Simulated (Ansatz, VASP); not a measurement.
**Two plane-wave programs on GaN**

```
CELL_PARAMETERS angstrom
0.00000 2.27441 2.27441
2.27441 0.00000 2.27441
2.27441 2.27441 0.00000
ATOMIC_POSITIONS crystal
Ga 0.00000 0.00000 0.00000
N 0.25000 0.25000 0.25000
```

Alike in both runs: functional PBE; k mesh 10 × 10 × 10; occupations gaussian, width 0.02 eV; no spin polarisation.

Ansatz relaxed the structure, and its values are those at the end. VASP's run is a single point on that final structure, the one shown.

```csv
,VASP,Ansatz
version,VASP 6.6.1,Ansatz 0.2.0
potentials or method,"VASP PAW PBE potentials, release 64 (Ga_d, N), cutoff 600 eV","scalar-relativistic, plane waves, PAW"
valence electrons in the cell,18,18
```

```csv
,VASP,Ansatz,Ansatz less VASP
gap on the k mesh at the Fermi level (eV),1.55,1.54,-0.004
least direct gap on the mesh (eV),1.55,1.54,-0.004
pressure (GPa),-0.1,0.0,+0.08
```
